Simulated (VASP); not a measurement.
# Sc (Pm-3m) in VASP: further runs

The runs below take Sc through single point, relaxation of cell and atoms, with PBE.

Program: VASP 6.6.1. These are calculated values, not measurements. Logs are shortened: lines on timing, memory, paths and dates and some standing lists are left out, and cuts for length are marked.

### Step 1. The cell of the first run

Symmetry: Pm-3m, No. 221, cubic system. Conventional cell: a = 2.969 Å, b = 2.969 Å, c = 2.969 Å, α = 90.00°, β = 90.00°, γ = 90.00°. Within 3.9 Å of Sc (site symmetry m-3m) lie 6 Sc at 2.97 Å.

### Step 2. Single point, PBE

File INCAR:

```
SYSTEM = Sc
PREC     = Accurate       ! precision mode
ENCUT    = 520            ! plane-wave cutoff, eV
EDIFF    = 1E-6           ! SCF threshold, eV
ISMEAR   = -1             ! smearing method
SIGMA    = 0.05           ! smearing width, eV
LREAL    = .FALSE.        ! projectors in reciprocal space
LASPH    = .TRUE.         ! aspherical terms in the spheres
NELM     = 100            ! most SCF steps
ALGO     = Normal         ! electronic algorithm
ISIF     = 2              ! what is computed and relaxed
LWAVE    = .FALSE.        ! write WAVECAR
LCHARG   = .TRUE.         ! write CHGCAR
GGA      = PE             ! functional
LELF     = .TRUE.         ! ELF
LVHAR    = .TRUE.       
NBANDS   = 12             ! bands
```

File KPOINTS:

```
regular mesh
0
G
  12 12 12
  0 0 0
```

File POSCAR:

```
Sc
1.0
    2.9685920211      0.0000000000      0.0000000000
    0.0000000000      2.9685920211      0.0000000000
    0.0000000000      0.0000000000      2.9685920211
Sc
1
Direct
    0.0000000000      0.0000000000      0.0000000000
```

Potentials or basis: VASP PAW PBE potentials, release 64 (Sc_sv).

Started as:

```
$ cat potpaw_PBE.64/Sc_sv/POTCAR > POTCAR
$ mpirun -np 1 vasp_std > vasp.out
```

OUTCAR:

```text
SYSTEM = Sc
   PREC = Accurate
   ENCUT = 520
   EDIFF = 1E-6
   ISMEAR = -1
   LREAL = .FALSE.
   LASPH = .TRUE.
   NELM = 100
   ISIF = 2
   GGA = PE

 ion  position               nearest neighbor table
   1  0.000  0.000  0.000-

  LATTYP: Found a simple cubic cell.
 ALAT       =     2.9685920211

  Lattice vectors:

 A1 = (   2.9685920211,   0.0000000000,   0.0000000000)
 A2 = (   0.0000000000,   2.9685920211,   0.0000000000)
 A3 = (   0.0000000000,   0.0000000000,   2.9685920211)

Analysis of symmetry for initial positions (statically):
=====================================================================
 Subroutine PRICEL returns:
 Original cell was already a primitive cell.

 Routine SETGRP: Setting up the symmetry group for a
 simple cubic supercell.

 Subroutine GETGRP returns: Found 48 space group operations
[... 9 lines left out ...]

 Routine SETGRP: Setting up the symmetry group for a
 simple cubic supercell.

 Subroutine GETGRP returns: Found 48 space group operations
[... 11 lines left out ...]
                                     Primitive cell

  volume of cell :      26.1608

  direct lattice vectors                    reciprocal lattice vectors
     2.968592021  0.000000000  0.000000000     0.336860031  0.000000000  0.000000000
     0.000000000  2.968592021  0.000000000     0.000000000  0.336860031  0.000000000
     0.000000000  0.000000000  2.968592021     0.000000000  0.000000000  0.336860031

  length of vectors
     2.968592021  2.968592021  2.968592021     0.336860031  0.336860031  0.336860031

  position of ions in fractional coordinates (direct lattice)
     0.000000000  0.000000000  0.000000000

  ion indices of the primitive-cell ions
   primitive index   ion index
                 1           1

----------------------------------------------------------------------------------------

 KPOINTS: regular mesh

Automatic generation of k-mesh.
 Grid dimensions read from file:
 generate k-points for:   12   12   12

 Generating k-lattice:

  Cartesian coordinates                     Fractional coordinates (reciprocal lattice)
     0.028071669  0.000000000  0.000000000     0.083333333  0.000000000  0.000000000
     0.000000000  0.028071669  0.000000000     0.000000000  0.083333333  0.000000000
     0.000000000  0.000000000  0.028071669     0.000000000  0.000000000  0.083333333

  Length of vectors
     0.028071669  0.028071669  0.028071669

  Shift w.r.t. Gamma in fractional coordinates (k-lattice)
     0.000000000  0.000000000  0.000000000

 Subroutine IBZKPT returns following result:
 ===========================================

 Found     84 irreducible k-points:

 Following reciprocal coordinates:
            Coordinates               Weight
  0.000000  0.000000  0.000000      1.000000
  0.083333  0.000000  0.000000      6.000000
  0.166667  0.000000  0.000000      6.000000
  0.250000  0.000000  0.000000      6.000000
  0.333333  0.000000  0.000000      6.000000
  0.416667  0.000000  0.000000      6.000000
[... 16 lines left out ...]
  0.333333  0.333333  0.000000     12.000000
  0.416667  0.333333  0.000000     24.000000
 [... further k-points ...]
   k-points           NKPTS =     84   k-points in BZ     NKDIM =     84   number of bands    NBANDS=     12
   number of dos      NEDOS =    301   number of ions     NIONS =      1
   total plane-waves  NPLWV =  13824
   dimension x,y,z NGX =    24 NGY =   24 NGZ =   24
   dimension x,y,z NGXF=    48 NGYF=   48 NGZF=   48
   ions per type =               1
   NGX,Y,Z   is equivalent  to a cutoff of  13.44, 13.44, 13.44 a.u.
   NGXF,Y,Z  is equivalent  to a cutoff of  26.88, 26.88, 26.88 a.u.
 SYSTEM =  Sc
   PREC   = accura    normal or accurate (medium, high low for compatibility)
   ISTART =      0    job   : 0-new  1-cont  2-samecut
   ICHARG =      2    charge: 1-file 2-atom 10-const
   ISPIN  =      1    spin polarized calculation?
   LNONCOLLINEAR =      F non collinear calculations
   LSORBIT =      F    spin-orbit coupling
   LASPH  =      T    aspherical Exc in radial PAW
   ENCUT  =  520.0 eV  38.22 Ry    6.18 a.u.   5.52  5.52  5.52*2*pi/ulx,y,z
   NELM   =    100;   NELMIN=  2; NELMDL= -5     # of ELM steps
   EDIFF  = 0.1E-05   stopping-criterion for ELM
   LREAL  =      F    real-space projection
   EDIFFG = 0.1E-04   stopping-criterion for IOM
   NSW    =      0    number of steps for IOM
   IBRION =     -1    ionic relax: 0-MD 1-quasi-New 2-CG
   NFREE  =      0    steps in history (QN), initial steepest desc. (CG)
   ISIF   =      2    stress and relaxation
   ISYM   =      2    0-nonsym 1-usesym 2-fastsym
   POTIM  = 0.5000    time-step for ionic-motion
   TEBEG  =    0.0;   TEEND  =   0.0 temperature during run
   PSTRESS=    0.0 pullay stress
   NELECT =      11.0000    total number of electrons
   NUPDOWN=      -1.0000    fix difference up-down
   EMIN   =  10.00;   EMAX   =-10.00  energy-range for DOS
   EFERMI =   0.00;   METHOD = LEGACY
   ISMEAR =    -1;   SIGMA  =   0.05  broadening in eV -4-tet -1-fermi 0-gaus
   EFERMI_NEDOS =   21; number of points for ismear=-14 and -15
   IALGO  =     38    algorithm
   IMIX   =      4    mixing-type and parameters
     AMIX     =   0.40;   BMIX     =  1.00
     AMIX_MAG =   1.60;   BMIX_MAG =  1.00
  volume/ion in A,a.u.               =      26.16       176.54
  Fermi-wavevector in a.u.,A,eV,Ry     =   1.226465  2.317683 20.466111  1.504217
  Thomas-Fermi vector in A             =   2.361465
   LORBIT       =      0    0 simple, 1 ext, 2 COOP (PROOUT), +10 PAW based schemes
   GGA     = PE    functional components
   LHFCALC =     F    Hartree Fock is set to
   AEXX    =    0.0000 exact exchange contribution
   IVDW    =     0    specifies the selected vdW correction
   LEPSILON=     F    determine dielectric tensor
   LRPA    =     F    only Hartree local field effects (RPA)
 non-spin polarized calculation
  energy-cutoff  :      520.00
  volume of cell :       26.16
 maximum number of plane-waves:       739
 NGX is ok and might be reduce to    24
   NGX = 11   NGY = 11   NGZ = 11

 number of electron      10.9999998 magnetization

 Free energy of the ion-electron system (eV)
  ---------------------------------------------------
  ext. energy  EPLUGINS =         0.00000000
  ---------------------------------------------------
  free energy    TOTEN  =        -5.49389021 eV

  energy without entropy =       -5.46753233  energy(sigma->0) =       -5.48071127

 E-fermi :   3.4595     XC(G=0):  -9.5772

 val. band max:        3.4573506600   @ k =   0.3333   0.1667   0.0000
 cond. band min:       3.4645840501   @ k =   0.4167   0.3333   0.0833
 fundamental gap:      0.0072333902
 Fermi energy:         3.4595004561

 k-point     1 :       0.0000    0.0000    0.0000
  band No.  band energies     occupation
      1     -46.2450      2.00000
      2     -24.6199      2.00000
      3     -24.6199      2.00000
      4     -24.6199      2.00000
      5      -1.5487      2.00000
      6       2.9631      1.99990
      7       2.9631      1.99990
      8       7.1937      0.00000
      9       7.1937      0.00000
     10       7.1937      0.00000
     11      15.6186      0.00000
     12      15.6186      0.00000

 k-point     2 :       0.0833    0.0000    0.0000
  band No.  band energies     occupation
      1     -46.2409      2.00000
      2     -24.6553      2.00000
      3     -24.6169      2.00000
      4     -24.6169      2.00000
      5      -1.4081      2.00000
      6       2.9997      1.99980
      7       3.0478      1.99947
      8       7.0670      0.00000
      9       7.0670      0.00000
     10       7.2028      0.00000
     11      14.5956      0.00000
     12      15.8559      0.00000

 k-point     3 :       0.1667    0.0000    0.0000
  band No.  band energies     occupation
      1     -46.2295      2.00000
      2     -24.7513      2.00000
      3     -24.6087      2.00000
      4     -24.6087      2.00000
      5      -1.0016      2.00000
      6       3.1018      1.99844
      7       3.2674      1.95804
      8       6.7451      0.00000
      9       6.7451      0.00000
     10       7.2279      0.00000
     11      12.8556      0.00000
     12      16.5115      0.00000

 k-point     4 :       0.2500    0.0000    0.0000
  band No.  band energies     occupation
      1     -46.2140      2.00000
      2     -24.8802      2.00000
      3     -24.5974      2.00000
      4     -24.5974      2.00000
      5      -0.3713      2.00000
      6       3.2470      1.97187
      7       3.5066      0.56134
      8       6.3501      0.00000
      9       6.3501      0.00000
     10       7.2624      0.00000
     11      11.2760      0.00000
     12      17.4671      0.00000

 k-point     5 :       0.3333    0.0000    0.0000
  band No.  band energies     occupation
      1     -46.1985      2.00000
      2     -25.0069      2.00000
      3     -24.5861      2.00000
      4     -24.5861      2.00000
      5       0.4189      2.00000
      6       3.3994      1.53795
      7       3.5631      0.22379
      8       5.9942      0.00000
      9       5.9942      0.00000
     10       7.2972      0.00000
     11      10.1338      0.00000
     12      17.6010      0.00000
[... 228 lines left out ...]
      1     -46.1571      2.00000
      2     -25.0632      2.00000
      3     -24.8250      2.00000
      4     -24.5566      2.00000
      5       1.9120      2.00000
      6       3.1297      1.99727
      7       4.5112      0.00000
      8       5.9165      0.00000
      9       6.0072      0.00000
     10       6.6073      0.00000
     11       9.6504      0.00000
     12      14.3887      0.00000

 k-point    22 :       0.5000    0.2500    0.0000
  band No.  band energies     occupation
      1     -46.1530      2.00000
      2     -25.0954      2.00000
      3     -24.8211      2.00000
      4     -24.5537      2.00000
      5       2.3000      2.00000
      6       2.8626      1.99999
      7       4.5036      0.00000
      8       5.8379      0.00000
      9       6.2704      0.00000
     10       6.6231      0.00000
     11       9.2267      0.00000
     12      15.0064      0.00000

 k-point    23 :       0.3333    0.3333    0.0000
  band No.  band energies     occupation
      1     -46.1532      2.00000
      2     -24.9634      2.00000
      3     -24.9519      2.00000
      4     -24.5538      2.00000
      5       1.6841      2.00000
      6       3.3205      1.88321
      7       5.1737      0.00000
      8       5.5689      0.00000
      9       6.1652      0.00000
     10       6.2920      0.00000
     11      10.3306      0.00000
     12      13.0268      0.00000

 k-point    24 :       0.4167    0.3333    0.0000
  band No.  band energies     occupation
      1     -46.1421      2.00000
      2     -25.0456      2.00000
      3     -24.9455      2.00000
      4     -24.5459      2.00000
      5       1.9368      2.00000
      6       3.2953      1.92780
      7       5.3501      0.00000
      8       6.0004      0.00000
      9       6.1949      0.00000
     10       6.2918      0.00000
     11       9.4899      0.00000
     12      13.3857      0.00000

 [... further k-points ...]
[... 5 lines left out ...]
  --------------------------------------------------------------------------------------
  -------------------------------------------------------------------------------------
  Total        0.0014159      0.0014159      0.0014159     -0.0000000      0.0000000     -0.0000000
  in kB        0.0867134      0.0867134      0.0867134     -0.0000000      0.0000000     -0.0000000
  external PRESSURE =       0.0867134 kB  Pullay stress =       0.0000000 kB

 VOLUME and BASIS-vectors are now :
 -----------------------------------------------------------------------------
  energy-cutoff  :      520.00
  volume of cell :       26.16
      direct lattice vectors                 reciprocal lattice vectors
     2.968592021  0.000000000  0.000000000     0.336860031  0.000000000  0.000000000
     0.000000000  2.968592021  0.000000000     0.000000000  0.336860031  0.000000000
     0.000000000  0.000000000  2.968592021     0.000000000  0.000000000  0.336860031

 POSITION                                       TOTAL-FORCE (eV/Angst)
 -----------------------------------------------------------------------------------
      0.00000      0.00000      0.00000         0.000000      0.000000      0.000000
 -----------------------------------------------------------------------------------
    total drift:                                0.000000     -0.000000     -0.000000

  FREE ENERGIE OF THE ION-ELECTRON SYSTEM (eV)
  ---------------------------------------------------
  free  energy   TOTEN  =        -5.4938902074 eV

  energy  without entropy=       -5.4675323283  energy(sigma->0) =       -5.48071127
```

It took 40 s on 1 thread of AMD EPYC 7R13, shared host; peak memory 0.12 GiB.

What came out:

- Free energy: -5.4939 eV
- Pressure: 0.0 GPa

### Step 3. Relaxation of cell and atoms, PBE

This run uses another cell than the first one, of 28.88 Å³/atom, 1.104 times its volume.

File INCAR:

```
  ALGO = Normal
  EDIFF = 1E-7
  EDIFFG = -0.005
  ENCUT = 600
  GGA = PE
  IBRION = 2
  ISIF = 3
  ISMEAR = -1
  LASPH = True
  LCHARG = False
  LREAL = False
  LWAVE = False
  NELM = 80
  NSW = 100
  PREC = Accurate
  SIGMA = 0.05
```

File KPOINTS:

```
k-points
0
Gamma
  12 12 12
```

File POSCAR:

```
Sc
1.0
    3.0679538620      0.0000000000      0.0000000000
    0.0000000000      3.0679538620      0.0000000000
    0.0000000000      0.0000000000      3.0679538620
Sc
1
Direct
    0.0000000000      0.0000000000      0.0000000000
```

Potentials or basis: VASP PAW PBE potentials, release 64 (Sc_sv).

Started as:

```
$ cat potpaw_PBE.64/Sc_sv/POTCAR > POTCAR
$ mpirun -np 1 vasp_std > vasp.out
```

It took 1.8 min on 1 thread of AMD EPYC 7R13, shared host; peak memory 0.16 GiB.

Results (log left out):

```
Free energy                            : -5.4942 eV
Relaxed volume                         : 26.21 Å³/atom
Relaxed cell                           : a = 2.971 Å, b = 2.971 Å, c = 2.971 Å, α = 90.00°, β = 90.00°, γ = 90.00°
Space group after relaxing (to 0.05 Å) : Pm-3m (No. 221)
Energy gained by relaxing              : 25.7 meV/atom
Ionic steps                            : 4
Pressure after relaxing                : 0.0 GPa
```

Step by step:
```tsv
step	energy change (eV)	largest force (eV/Å)	pressure (GPa)	volume (Å³)
1	0.0000	0.0000	-2.93	28.88
2	-0.0247	0.0000	-0.62	26.73
3	-0.0257	0.0000	-0.07	26.27
4	-0.0257	0.0000	0.00	26.21
```

Final structure:
```yaml
crystal:
  lattice:
    - [2.97053, 0.00000, 0.00000]
    - [0.00000, 2.97053, 0.00000]
    - [0.00000, 0.00000, 2.97053]
  atoms:
    - { symbol: Sc, position: [0.00000, 0.00000, 0.00000] }
```

Levels at points of the mesh, in eV from the Fermi level:
| k point | band 1 | band 2 | band 3 | band 4 | band 5 | band 6 | band 7 | band 8 | band 9 |
| --- | --- | --- | --- | --- | --- | --- | --- | --- | --- |
| (0.00, 0.00, 0.00) | -49.71 | -28.08 | -28.08 | -28.08 | -5.00 | -0.49 | -0.49 | 3.73 | 3.73 |
| (0.50, 0.00, 0.00) | -49.65 | -28.59 | -28.04 | -28.04 | -1.68 | -0.53 | 0.10 | 2.21 | 2.21 |
| (0.50, 0.50, 0.00) | -49.59 | -28.52 | -28.52 | -28.00 | -1.71 | 0.21 | 2.55 | 2.55 | 3.60 |
| (0.50, 0.50, 0.50) | -49.53 | -28.46 | -28.46 | -28.46 | -0.46 | -0.46 | -0.46 | 4.69 | 4.69 |
